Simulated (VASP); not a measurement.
Wanted: the native input for a VASP 6.6.1 run.

```
Task                   : single point
Functional             : RPBE
Dispersion             : D3(BJ)
Potentials or basis    : VASP PAW PBE potentials, release 64 (Bi_d)
Cutoff                 : 520 eV
k mesh                 : 9 × 9 × 9
Occupations            : fermi-dirac, width 0.05 eV
Spin                   : no spin polarisation
Dipole correction      : no
Further INCAR settings : ALGO = Normal; EDIFF = 1e-06; NBANDS = 14
```

The structure of Bi lies in POSCAR:

```
Bi
1.0
   -1.7788054420      1.7788054420      1.7788054420
    1.7788054420     -1.7788054420      1.7788054420
    1.7788054420      1.7788054420     -1.7788054420
Bi
1
Direct
    0.0000000000      0.0000000000      0.0000000000
```

The input as run:

INCAR

```
SYSTEM = Bi
PREC = Accurate
ENCUT = 520
EDIFF = 1E-6
ISMEAR = -1
SIGMA = 0.05
LREAL = .False.
LASPH = .True.
NELM = 80
ALGO = Normal
ISIF = 2
LWAVE = .False.
LCHARG = .False.
GGA = RP
IVDW = 12
NBANDS = 14
```

KPOINTS

```
Automatic mesh
0
Gamma
  9 9 9
  0 0 0
```

Potentials or basis: VASP PAW PBE potentials, release 64 (Bi_d).

Run with:

```sh
$ cat potpaw_PBE.64/Bi_d/POTCAR > POTCAR
$ mpirun -np 1 vasp_std > vasp.out
```

Results of the run:

```json
{
 "Pressure": "-0.1 GPa",
 "Dispersion energy per atom": "-4.307 eV"
}
```

Caveat: the PAW data sets were made with another functional, which shifts forces and pressure a little; pairwise dispersion overbinds metals, which lowers pressure and volume.

Wall time 10 s on 1 thread of Intel(R) Xeon(R) Platinum 8488C (Sapphire Rapids), with other jobs on the host, peak memory 0.15 GiB.
